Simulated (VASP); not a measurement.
Input of a VASP 6.6.1 run:

The input INCAR:

```
PREC = Accurate ; ENCUT = 600
EDIFF = 1E-6 ; ISMEAR = 0
SIGMA = 0.01 ; LREAL = False
LASPH = True ; NELM = 120
ALGO = Normal ; ISIF = 2
LWAVE = False ; LCHARG = True
GGA = PS ; LELF = True
LVHAR = True ; NBANDS = 11
GGA_COMPAT = False
```

The input KPOINTS:

```
Automatic mesh
0
Gamma
  6 6 6
```

The input POSCAR:

```
BN
1.0
    0.0210070249      1.7965172858      1.7965172858
    1.7965172858      0.0210070249      1.7965172858
    1.7965172858      1.7965172858      0.0210070249
B N
1 1
Direct
    0.0001988472      0.0001988472      0.0001988472
    0.2498011528      0.2498011528      0.2498011528
```

Potentials or basis: VASP PAW PBE potentials, release 64 (B, N).

Launch:

```sh
$ cat potpaw_PBE.64/B/POTCAR potpaw_PBE.64/N/POTCAR > POTCAR
$ mpirun -np 1 vasp_std > vasp.out
```

(1) Estimate the largest force.

(2) What does it give for the band gap on the k mesh?

(3) Predict the pressure.

Answers

(1) 0.004 eV/Å.

(2) 4.26 eV, indirect (least direct gap 8.51 eV).

(3) 12.1 GPa.

Caveat: the k points lie up to 0.51 Å⁻¹ apart; the PAW data sets were made with another functional, which shifts forces and pressure a little.
